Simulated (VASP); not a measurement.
# CdS (I-4m2) in VASP: notebook

The runs below take CdS through single point, with PBE.

All numbers are computed with VASP 6.6.1; they aren't measurements. Logs are shortened: lines on timing, memory, paths and dates and some standing lists are left out, and cuts for length are marked.

### 1 The cell of the first run

Symmetry: I-4m2, No. 119, tetragonal system. Conventional cell: a = 4.620 Å, b = 4.620 Å, c = 4.619 Å, α = 90.00°, β = 90.00°, γ = 90.00°. Cd (site symmetry -4m2) has 4 S at 2.58 Å within 3.4 Å. S (site symmetry -4m2) has 4 Cd at 2.58 Å within 3.4 Å.

### 2 Single point, PBE

Contents of INCAR:

```
SYSTEM = CdS
ALGO = Normal
EDIFF = 1E-7
ENCUT = 520
GGA = PE
ISIF = 2
ISMEAR = 0
LASPH = .True.
LCHARG = .False.
LREAL = .False.
LWAVE = .False.
NBANDS = 16
NELM = 100
PREC = Accurate
SIGMA = 0.05
```

Contents of KPOINTS:

```
k-points
0
Gamma
  10 10 10
  0 0 0
```

Contents of POSCAR:

```
CdS
1.0
    0.0000000000      3.2665289966      2.3094360006
    3.2665289966      0.0000000000      2.3094360006
    3.2665289966      3.2665289966      0.0000000000
Cd S
1 1
Direct
    0.0000000000      0.0000000000      0.0000000000
    0.7500000000      0.7500000000      0.7500000000
```

Potentials or basis: VASP PAW PBE potentials, release 64 (Cd, S).

Run with:

```console
cat potpaw_PBE.64/Cd/POTCAR potpaw_PBE.64/S/POTCAR > POTCAR
mpirun -np 1 vasp_std > vasp.out
```

OUTCAR:

```text
SYSTEM = CdS
   EDIFF = 1E-7
   ENCUT = 520
   GGA = PE
   ISIF = 2
   ISMEAR = 0
   LASPH = .True.
   LREAL = .False.
   NELM = 100
   PREC = Accurate

 ion  position               nearest neighbor table
   1  0.000  0.000  0.000-   2 2.58   2 2.58   2 2.58   2 2.58
   2  0.750  0.750  0.750-   1 2.58   1 2.58   1 2.58   1 2.58

  LATTYP: Found a body centered tetragonal cell.
 ALAT       =     4.6195696089
 C/A-ratio  =     0.9998489886

  Lattice vectors:

 A1 = (   0.0000000000,  -3.2665289966,  -2.3094360006)
 A2 = (   0.0000000000,   3.2665289966,  -2.3094360006)
 A3 = (   3.2665289966,   0.0000000000,   2.3094360006)

Analysis of symmetry for initial positions (statically):
=====================================================================
 Subroutine PRICEL returns:
 Original cell was already a primitive cell.

 Routine SETGRP: Setting up the symmetry group for a
 body centered tetragonal supercell.

 Subroutine GETGRP returns: Found  8 space group operations
 (whereof  8 operations were pure point group operations)
 out of a pool of 16 trial point group operations.

The static configuration has the point symmetry D_2d.

Analysis of symmetry for dynamics (positions and initial velocities):
=====================================================================
 Subroutine PRICEL returns:
 Original cell was already a primitive cell.

 Routine SETGRP: Setting up the symmetry group for a
 body centered tetragonal supercell.

 Subroutine GETGRP returns: Found  8 space group operations
 (whereof  8 operations were pure point group operations)
 out of a pool of 16 trial point group operations.

The dynamic configuration has the point symmetry D_2d.

 Subroutine INISYM returns: Found  8 space group operations
 (whereof  8 operations are pure point group operations),
 and found     1 'primitive' translations

----------------------------------------------------------------------------------------

                                     Primitive cell

  volume of cell :      49.2843

  direct lattice vectors                    reciprocal lattice vectors
     0.000000000  3.266528997  2.309436001    -0.153067675  0.153067675  0.216503077
     3.266528997  0.000000000  2.309436001     0.153067675 -0.153067675  0.216503077
     3.266528997  3.266528997  0.000000000     0.153067675  0.153067675 -0.216503077

  length of vectors
     4.000463264  4.000463264  4.619569609     0.306158470  0.306158470  0.306158470
[... 75 lines left out ...]
   ISPIN  =      1    spin polarized calculation?
   LNONCOLLINEAR =      F non collinear calculations
   LSORBIT =      F    spin-orbit coupling
   LASPH  =      T    aspherical Exc in radial PAW
   ENCUT  =  520.0 eV  38.22 Ry    6.18 a.u.   7.44  7.44  8.59*2*pi/ulx,y,z
   NELM   =    100;   NELMIN=  2; NELMDL= -5     # of ELM steps
   EDIFF  = 0.1E-06   stopping-criterion for ELM
   LREAL  =      F    real-space projection
   EDIFFG = 0.1E-05   stopping-criterion for IOM
   NSW    =      0    number of steps for IOM
   IBRION =     -1    ionic relax: 0-MD 1-quasi-New 2-CG
   NFREE  =      0    steps in history (QN), initial steepest desc. (CG)
   ISIF   =      2    stress and relaxation
   ISYM   =      2    0-nonsym 1-usesym 2-fastsym
   POTIM  = 0.5000    time-step for ionic-motion
   TEBEG  =    0.0;   TEEND  =   0.0 temperature during run
   PSTRESS=    0.0 pullay stress
   NELECT =      18.0000    total number of electrons
   NUPDOWN=      -1.0000    fix difference up-down
   EMIN   =  10.00;   EMAX   =-10.00  energy-range for DOS
   EFERMI =   0.00;   METHOD = LEGACY
   ISMEAR =     0;   SIGMA  =   0.05  broadening in eV -4-tet -1-fermi 0-gaus
   EFERMI_NEDOS =   21; number of points for ismear=-14 and -15
   IALGO  =     38    algorithm
   IMIX   =      4    mixing-type and parameters
     AMIX     =   0.40;   BMIX     =  1.00
     AMIX_MAG =   1.60;   BMIX_MAG =  1.00
  volume/ion in A,a.u.               =      24.64       166.29
  Fermi-wavevector in a.u.,A,eV,Ry     =   1.170207  2.211371 18.631605  1.369384
  Thomas-Fermi vector in A             =   2.306669
   LORBIT       =      0    0 simple, 1 ext, 2 COOP (PROOUT), +10 PAW based schemes
   GGA     = PE    functional components
   LHFCALC =     F    Hartree Fock is set to
   AEXX    =    0.0000 exact exchange contribution
   IVDW    =     0    specifies the selected vdW correction
   LEPSILON=     F    determine dielectric tensor
   LRPA    =     F    only Hartree local field effects (RPA)
 non-spin polarized calculation
 Gauss-broadening in eV      SIGMA  =   0.05
  energy-cutoff  :      520.00
  volume of cell :       49.28
 maximum number of plane-waves:      1345
 NGX is ok and might be reduce to    30

 number of electron      17.9999997 magnetization

 Free energy of the ion-electron system (eV)
  ---------------------------------------------------
  ext. energy  EPLUGINS =         0.00000000
  ---------------------------------------------------
  free energy    TOTEN  =        -5.98765938 eV

  energy without entropy =       -5.98765938  energy(sigma->0) =       -5.98765938

 E-fermi :   1.8578     XC(G=0):  -9.2910

 val. band max:        1.5939883929   @ k =   0.0000   0.0000   0.0000
 cond. band min:       2.2193830102   @ k =   0.0000   0.0000   0.0000
 fundamental gap:      0.6253946174
 Fermi energy:         1.8577710200

 k-point     1 :       0.0000    0.0000    0.0000
  band No.  band energies     occupation
      1     -10.8626      2.00000
      2      -6.3080      2.00000
      3      -6.3080      2.00000
      4      -6.2004      2.00000
      5      -6.0097      2.00000
      6      -5.9046      2.00000
[... 433 lines left out ...]
      3      -6.1307      2.00000
      4      -6.1108      2.00000
      5      -5.8425      2.00000
      6      -5.4587      2.00000
[... 8 lines left out ...]
     15      13.0898      0.00000
     16      16.1604      0.00000

 [... further k-points ...]
[... 5 lines left out ...]
  --------------------------------------------------------------------------------------
  -------------------------------------------------------------------------------------
  Total       -0.2673034     -0.2673034      0.8038703      0.0000000     -0.0000000     -0.0000000
  in kB       -8.6897280     -8.6897280     26.1329011      0.0000000     -0.0000000     -0.0000000
  external PRESSURE =       2.9178151 kB  Pullay stress =       0.0000000 kB

 VOLUME and BASIS-vectors are now :
 -----------------------------------------------------------------------------
  energy-cutoff  :      520.00
  volume of cell :       49.28
      direct lattice vectors                 reciprocal lattice vectors
     0.000000000  3.266528997  2.309436001    -0.153067675  0.153067675  0.216503077
     3.266528997  0.000000000  2.309436001     0.153067675 -0.153067675  0.216503077
     3.266528997  3.266528997  0.000000000     0.153067675  0.153067675 -0.216503077

 POSITION                                       TOTAL-FORCE (eV/Angst)
 -----------------------------------------------------------------------------------
      0.00000      0.00000      0.00000         0.000000     -0.000000     -0.000000
      4.89979      4.89979      3.46415         0.000000      0.000000      0.000000
 -----------------------------------------------------------------------------------
    total drift:                                0.000002      0.000002      0.000002

  FREE ENERGIE OF THE ION-ELECTRON SYSTEM (eV)
  ---------------------------------------------------
  free  energy   TOTEN  =        -5.9876593795 eV

  energy  without entropy=       -5.9876593795  energy(sigma->0) =       -5.98765938
```

OSZICAR:

```text
N       E                     dE             d eps       ncg     rms          rms(c)
DAV:   1     0.109219453350E+03    0.10922E+03   -0.90806E+03  3304   0.103E+03
DAV:   2    -0.236351729796E+01   -0.11158E+03   -0.10475E+03  4024   0.253E+02
DAV:   3    -0.655725907659E+01   -0.41937E+01   -0.41861E+01  3888   0.512E+01
DAV:   4    -0.658283030427E+01   -0.25571E-01   -0.25568E-01  4232   0.393E+00
DAV:   5    -0.658315754617E+01   -0.32724E-03   -0.32724E-03  3872   0.421E-01    0.730E+00
DAV:   6    -0.601043380996E+01    0.57272E+00   -0.92309E-01  4592   0.116E+01    0.602E+00
DAV:   7    -0.598845054688E+01    0.21983E-01   -0.19477E-01  4048   0.305E+00    0.308E+00
DAV:   8    -0.598768428924E+01    0.76626E-03   -0.18158E-02  3672   0.165E+00    0.278E-01
DAV:   9    -0.598749754196E+01    0.18675E-03   -0.19424E-03  4136   0.614E-01    0.694E-02
DAV:  10    -0.598760854916E+01   -0.11101E-03   -0.25598E-04  3800   0.147E-01    0.746E-02
DAV:  11    -0.598766459561E+01   -0.56046E-04   -0.10174E-04  3560   0.806E-02    0.305E-02
DAV:  12    -0.598765908818E+01    0.55074E-05   -0.19277E-05  4000   0.496E-02    0.883E-03
DAV:  13    -0.598765943806E+01   -0.34988E-06   -0.16515E-06  4072   0.852E-03    0.359E-03
DAV:  14    -0.598765937948E+01    0.58571E-07   -0.10225E-07  3216   0.253E-03
   1 F= -.59876594E+01 E0= -.59876594E+01  d E =-.230616E-16
```

stdout:

```text
POSCAR found type information on POSCAR CdS
 POSCAR found :  2 types and       2 ions
 scaLAPACK will be used
 LDA part: xc-table for (Slater+PW92), standard interpolation
 POSCAR, INCAR and KPOINTS ok, starting setup
 FFT: planning ... GRIDC
 FFT: planning ... GRID_SOFT
 FFT: planning ... GRID
 WAVECAR not read
 entering main loop
```

Run time: 34 s. Hardware: 1 thread of Intel Xeon 6975P-C (Granite Rapids), shared host; peak memory 0.22 GiB.

Results:

```
Free energy            : -5.9877 eV
Pressure               : 0.3 GPa
Band gap on the k mesh : 0.63 eV, direct
```

Stress tensor (GPa, compression positive):
```
-0.87  0.00  0.00
 0.00 -0.87  0.00
 0.00  0.00  2.61
```

Levels at points of the mesh, in eV from the valence-band top:
```csv
k point,band 7,band 8,band 9,band 10,band 11,band 12
"(0.00, 0.00, 0.00)",-0.62,-0.62,0.00,0.63,7.02,7.02
"(0.50, 0.00, 0.00)",-4.34,-1.50,-0.61,2.09,5.73,7.12
"(0.50, 0.50, 0.00)",-2.84,-2.84,-2.67,2.02,3.19,9.96
"(0.50, 0.00, 0.50)",-4.61,-1.55,-1.08,3.80,5.25,7.86
```

### 3 Single point, PBE

This run uses another cell than the first one, of the same volume but with other edges.

Contents of INCAR:

```
ALGO = Normal ; EDIFF = 1E-6
ENCUT = 520 ; GGA = PE
ISIF = 2 ; ISMEAR = 0
LASPH = T ; LCHARG = F
LREAL = F ; LWAVE = F
NBANDS = 16 ; NELM = 100
PREC = Accurate ; SIGMA = 0.05
```

Contents of KPOINTS:

```
k-points
0
Gamma
  10 10 10
```

Contents of POSCAR:

```
CdS
1.0
    0.0000000000      2.5926457827      3.6660011368
    2.5926457827      0.0000000000      3.6660011368
    2.5926457827      2.5926457827      0.0000000000
Cd S
1 1
Direct
    0.0000000000      0.0000000000      0.0000000000
    0.7500000000      0.7500000000      0.7500000000
```

Potentials or basis: VASP PAW PBE potentials, release 64 (Cd, S).

Run with:

```console
cat potpaw_PBE.64/Cd/POTCAR potpaw_PBE.64/S/POTCAR > POTCAR
mpirun -np 1 vasp_std > vasp.out
```

OUTCAR:

```text
EDIFF = 1E-6
   ENCUT = 520
   GGA = PE
   ISIF = 2
   ISMEAR = 0
   LASPH = T
   LREAL = F
   NELM = 100
   PREC = Accurate

 ion  position               nearest neighbor table
   1  0.000  0.000  0.000-   2 2.59   2 2.59   2 2.59   2 2.59
   2  0.750  0.750  0.750-   1 2.59   1 2.59   1 2.59   1 2.59

  LATTYP: Found a body centered tetragonal cell.
 ALAT       =     3.6665548283
 C/A-ratio  =     1.9996979772

  Lattice vectors:

 A1 = (  -2.5926457827,   0.0000000000,   3.6660011368)
 A2 = (   2.5926457827,   0.0000000000,   3.6660011368)
 A3 = (   0.0000000000,   2.5926457827,  -3.6660011368)

Analysis of symmetry for initial positions (statically):
=====================================================================
 Subroutine PRICEL returns:
 Original cell was already a primitive cell.

 Routine SETGRP: Setting up the symmetry group for a
 body centered tetragonal supercell.

 Subroutine GETGRP returns: Found  8 space group operations
 (whereof  8 operations were pure point group operations)
 out of a pool of 16 trial point group operations.

The static configuration has the point symmetry D_2d.

Analysis of symmetry for dynamics (positions and initial velocities):
=====================================================================
 Subroutine PRICEL returns:
 Original cell was already a primitive cell.

 Routine SETGRP: Setting up the symmetry group for a
 body centered tetragonal supercell.

 Subroutine GETGRP returns: Found  8 space group operations
 (whereof  8 operations were pure point group operations)
 out of a pool of 16 trial point group operations.

The dynamic configuration has the point symmetry D_2d.

 Subroutine INISYM returns: Found  8 space group operations
 (whereof  8 operations are pure point group operations),
 and found     1 'primitive' translations

----------------------------------------------------------------------------------------

[... 111 lines left out ...]
     AMIX     =   0.40;   BMIX     =  1.00
     AMIX_MAG =   1.60;   BMIX_MAG =  1.00
  volume/ion in A,a.u.               =      24.64       166.29
  Fermi-wavevector in a.u.,A,eV,Ry     =   1.170207  2.211371 18.631605  1.369384
  Thomas-Fermi vector in A             =   2.306669
   LORBIT       =      0    0 simple, 1 ext, 2 COOP (PROOUT), +10 PAW based schemes
   GGA     = PE    functional components
   LHFCALC =     F    Hartree Fock is set to
   AEXX    =    0.0000 exact exchange contribution
   IVDW    =     0    specifies the selected vdW correction
   LEPSILON=     F    determine dielectric tensor
   LRPA    =     F    only Hartree local field effects (RPA)
 non-spin polarized calculation
 Gauss-broadening in eV      SIGMA  =   0.05
  energy-cutoff  :      520.00
  volume of cell :       49.28
 maximum number of plane-waves:      1370
 NGX is ok and might be reduce to    36

 number of electron      18.0000001 magnetization

 Free energy of the ion-electron system (eV)
  ---------------------------------------------------
  ext. energy  EPLUGINS =         0.00000000
  ---------------------------------------------------
  free energy    TOTEN  =        -5.74838815 eV

  energy without entropy =       -5.74825958  energy(sigma->0) =       -5.74832387

 E-fermi :   1.8696     XC(G=0):  -9.2907

 val. band max:        1.8423548702   @ k =   0.0000   0.0000   0.0000
 cond. band min:       2.5803871841   @ k =   0.1000   0.1000   0.0000
 fundamental gap:      0.7380323139
 Fermi energy:         1.8695994572

 k-point     1 :       0.0000    0.0000    0.0000
  band No.  band energies     occupation
      1     -10.8265      2.00000
      2      -6.5744      2.00000
      3      -6.2591      2.00000
      4      -6.2591      2.00000
      5      -6.0823      2.00000
      6      -5.9823      2.00000
[... 433 lines left out ...]
      3      -6.1375      2.00000
      4      -6.1164      2.00000
      5      -6.0639      2.00000
      6      -5.9801      2.00000
[... 8 lines left out ...]
     15      14.4620      0.00000
     16      15.1099      0.00000

 [... further k-points ...]

------------------------ aborting loop because EDIFF is reached ----------------------------------------

  FORCE on cell =-STRESS in cart. coord.  units (eV):
  Direction    XX          YY          ZZ          XY          YZ          ZX
  --------------------------------------------------------------------------------------
  -------------------------------------------------------------------------------------
  Total        1.5355348      1.5355348     -2.5070079      0.0000000      0.0000000      0.0000000
  in kB       49.9184730     49.9184730    -81.4999464      0.0000000      0.0000000      0.0000000
  external PRESSURE =       6.1123332 kB  Pullay stress =       0.0000000 kB

 VOLUME and BASIS-vectors are now :
 -----------------------------------------------------------------------------
  energy-cutoff  :      520.00
  volume of cell :       49.28
      direct lattice vectors                 reciprocal lattice vectors
     0.000000000  2.592645783  3.666001137    -0.192853186  0.192853186  0.136388392
     2.592645783  0.000000000  3.666001137     0.192853186 -0.192853186  0.136388392
     2.592645783  2.592645783  0.000000000     0.192853186  0.192853186 -0.136388392

 POSITION                                       TOTAL-FORCE (eV/Angst)
 -----------------------------------------------------------------------------------
      0.00000      0.00000      0.00000         0.000000      0.000000     -0.000000
      3.88897      3.88897      5.49900        -0.000000     -0.000000      0.000000
 -----------------------------------------------------------------------------------
    total drift:                               -0.000001     -0.000001      0.000001

  FREE ENERGIE OF THE ION-ELECTRON SYSTEM (eV)
  ---------------------------------------------------
  free  energy   TOTEN  =        -5.7483881521 eV

  energy  without entropy=       -5.7482595838  energy(sigma->0) =       -5.74832387
```

Run time: 28 s. Hardware: 1 thread of Intel Xeon 6975P-C (Granite Rapids), shared host; peak memory 0.23 GiB.

What came out:

```
Free energy : -5.7484 eV
Pressure    : 0.6 GPa
```

Stress tensor (GPa, compression positive):
```
 4.99  0.00  0.00
 0.00  4.99  0.00
 0.00  0.00 -8.15
```

Levels at points of the mesh, in eV from the Fermi level:
```tsv
k point	band 6	band 7	band 8	band 9	band 10	band 11	band 12	band 13
(0.00, 0.00, 0.00)	-7.85	-1.78	-0.05	-0.05	-0.03	6.67	6.68	6.68
(0.50, 0.00, 0.00)	-7.58	-4.60	-1.99	-0.29	1.44	6.16	7.15	8.26
(0.50, 0.50, 0.00)	-7.84	-5.63	-1.15	-1.15	4.31	4.94	7.17	10.59
(0.50, 0.00, 0.50)	-7.36	-3.49	-2.70	-2.26	2.70	3.07	7.39	8.72
```

### 4 Single point, PBE

This run uses another cell than the first one, of the same volume but with other edges.

Contents of INCAR:

```
SYSTEM = CdS
PREC = Accurate
ENCUT = 520
EDIFF = 1E-6
ISMEAR = 0
SIGMA = 0.05
LREAL = .False.
LASPH = .True.
NELM = 80
ALGO = Normal
ISIF = 2
LWAVE = .False.
LCHARG = .False.
GGA = PE
NBANDS = 16
```

Contents of KPOINTS:

```
Automatic mesh
0
Gamma
  10 10 10
  0 0 0
```

Contents of POSCAR:

```
CdS
1.0
    0.0000000000      3.0719915287      2.6111927994
    3.0719915287      0.0000000000      2.6111927994
    3.0719915287      3.0719915287      0.0000000000
Cd S
1 1
Direct
    0.0000000000      0.0000000000      0.0000000000
    0.7500000000      0.7500000000      0.7500000000
```

Run with:

```console
cat potpaw_PBE.64/Cd/POTCAR potpaw_PBE.64/S/POTCAR > POTCAR
mpirun -np 1 vasp_std > vasp.out
```

Wall time 34 s (1 thread of Intel Xeon 6975P-C (Granite Rapids), shared host); peak memory 0.22 GiB.

Results (log left out):

* Free energy: -6.0822 eV
* Pressure: 2.9 GPa
* Band gap on the k mesh: 0.90 eV, direct

Stress tensor (GPa, compression positive):
```
2.28 0.00 0.00
0.00 2.28 0.00
0.00 0.00 4.00
```

Levels at points of the mesh, in eV from the valence-band top:
```
           k point  band 5  band 6  band 7  band 8  band 9  band 10  band 11  band 12  band 13  band 14
(0.00, 0.00, 0.00)   -7.50   -7.43   -0.36   -0.36    0.00     0.90     6.50     6.50     6.53    10.24
(0.50, 0.00, 0.00)   -7.39   -7.10   -4.55   -1.24   -0.68     2.62     6.26     7.23     7.87    10.64
(0.50, 0.50, 0.00)   -7.35   -6.81   -3.48   -2.48   -2.48     3.09     3.20    10.13    10.34    10.34
(0.50, 0.00, 0.50)   -7.41   -7.14   -4.42   -1.93   -1.65     3.57     4.68     8.46     9.70    10.84
```

(Part 1 of 2 ends here.)
